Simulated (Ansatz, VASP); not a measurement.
# HfZr3Se8 in VASP and in Ansatz

```
Zr Hf Se
1.0
     3.79187    0.00000    0.00000
    -1.89594    3.28386    0.00000
     0.00000    0.00000   27.70627
Zr Hf Se
3 1 8
Direct
  0.00000 0.00000 0.00000
  0.00000 0.00000 0.24878
  0.00000 0.00000 0.75122
  0.00000 0.00000 0.50000
  0.66667 0.33333 0.19154
  0.66667 0.33333 0.44342
  0.66667 0.33333 0.69398
  0.66667 0.33333 0.94276
  0.33333 0.66667 0.05724
  0.33333 0.66667 0.30602
  0.33333 0.66667 0.55658
  0.33333 0.66667 0.80846
```

Alike in both runs: task single point; functional PBE; k mesh 6 × 6 × 1; occupations gaussian, width 0.1 eV; no spin polarisation.

|  | VASP | Ansatz |
| --- | --- | --- |
| version | VASP 6.6.1 | Ansatz 0.2.0 |
| potentials or method | VASP PAW PBE potentials, release 64 (Zr_sv, Hf_pv, Se), cutoff 500 eV | scalar-relativistic, plane waves, PAW |
| valence electrons in the cell | 94 | 190 |

Ansatz gave:

| Property | Result |
| --- | --- |
| gap on the k mesh at the Fermi level (eV) | 0.40 |
| least direct gap on the mesh (eV) | 1.09 |
| pressure (GPa) | 0.1 |
| traceless stress, the component that is largest in VASP (GPa) | -0.19 |
| rms of the force components (eV/Å) | 0.006 |

Q: Which values does VASP return?

A: gap on the k mesh at the Fermi level (eV): 0.40; least direct gap on the mesh (eV): 1.09; pressure (GPa): 0.1; traceless stress, the component that is largest in VASP (GPa): -0.18; rms of the force components (eV/Å): 0.013.

Atom by atom the forces differ by 0.013 eV/Å (rms over components). VASP's potentials hold 94 valence electrons a cell and Ansatz's 190, so a difference there can come from the potentials and not from the codes.

Neither program's run includes spin-orbit coupling.
